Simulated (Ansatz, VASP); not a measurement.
# Two plane-wave programs on AgCl

File INCAR:

```
PREC     = Accurate       # precision mode
ENCUT    = 520            # plane-wave cutoff, eV
EDIFF    = 1E-8           # SCF threshold, eV
ISMEAR   = -1             # smearing method
SIGMA    = 0.03           # smearing width, eV
LREAL    = False          # projectors in reciprocal space
LASPH    = True           # aspherical terms in the spheres
NELM     = 60             # most SCF steps
ALGO     = Normal         # electronic algorithm
ISIF     = 2              # what is computed and relaxed
LWAVE    = False          # write WAVECAR
LCHARG   = False          # write CHGCAR
LEFG     = True         
NBANDS   = 16             # bands
```

KPOINTS

```
regular mesh
0
Gamma
  7 7 7
```

The input POSCAR:

```
AgCl
1.0
    0.0000000000      2.7350000000      2.7350000000
    2.7350000000      0.0000000000      2.7350000000
    2.7350000000      2.7350000000      0.0000000000
Ag Cl
1 1
Direct
    0.0000000000      0.0000000000      0.0000000000
    0.5000000000      0.5000000000      0.5000000000
```

Input for Ansatz:

```yaml
crystal:
  lattice:
    - [0.0, 2.735, 2.735]
    - [2.735, 0.0, 2.735]
    - [2.735, 2.735, 0.0]
  atoms:
    - { symbol: Ag, position: [0.0, 0.0, 0.0] }
    - { symbol: Cl, position: [0.5, 0.5, 0.5] }
kpoints:
  mp_grid: { grid: [7, 7, 7] }
scf:
  occupations: { method: fermi_dirac, width: 0.03 }
hamiltonian:
  xc: lda
  pseudopotentials: { kind: paw }
output:
  forces: true
  stress: true
  eigenvalues: true
  efg: { contact_densities: true }
  populations: true
  write_density: true
  write_potential: true
  elf: true
  volumetric_format: npy
```

Change from the starting cell: shortest bond scaled by 1, PAW files.

Alike in both runs: task electric field gradients; functional LDA; k mesh 7 × 7 × 7; occupations fermi-dirac, width 0.03 eV; no spin polarisation.

|  | VASP | Ansatz |
| --- | --- | --- |
| version | VASP 6.6.1 | Ansatz 0.2.0 |
| potentials or method | VASP PAW LDA potentials, release 64 (Ag, Cl) | PAW with Ansatz's default frozen-core files, scalar-relativistic |
| plane-wave cutoff (eV) | 520 | 420 |
| valence electrons in the cell | 18 | 26 |

```csv
,VASP,Ansatz,Ansatz less VASP
pressure (GPa),-3.8,-3.8,0.00
```

LDA's correlation is that of Perdew and Zunger in VASP and of Perdew and Wang (1992) in Ansatz. VASP's potentials hold 18 valence electrons a cell and Ansatz's 26, so a difference there can come from the potentials and not from the codes.
